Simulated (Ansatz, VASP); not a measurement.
# Bi2Te3 in VASP and in Ansatz

```
Bi Te
1.0
     4.38600    0.00000    0.00000
    -2.19300    3.79839    0.00000
     0.00000    0.00000   20.55309
Bi Te
2 3
Direct
  0.33333 0.66667 0.59892
  0.66667 0.33333 0.40108
  0.00000 0.00000 0.50000
  0.33333 0.66667 0.31625
  0.66667 0.33333 0.68375
```

Alike in both runs: task single point; functional PBE; k mesh 18 × 18 × 1; occupations gaussian, width 0.05 eV; no spin polarisation.

```csv
,VASP,Ansatz
version,VASP 6.6.1,Ansatz 0.2.0
potentials or method,"VASP PAW PBE potentials, release 64 (Bi_d, Te), cutoff 520 eV","scalar-relativistic, plane waves, PAW"
valence electrons in the cell,48,78
```

VASP gave:

- gap on the k mesh at the Fermi level (eV): 1.01
- rms of the force components (eV/Å): 0.068

**Question.** Which values does Ansatz return?

**Answer.** gap on the k mesh at the Fermi level (eV): 1.02; rms of the force components (eV/Å): 0.071.

Atom by atom the forces differ by 0.005 eV/Å (rms over components). VASP's potentials hold 48 valence electrons a cell and Ansatz's 78, so a difference there can come from the potentials and not from the codes.

Spin-orbit coupling is off throughout.
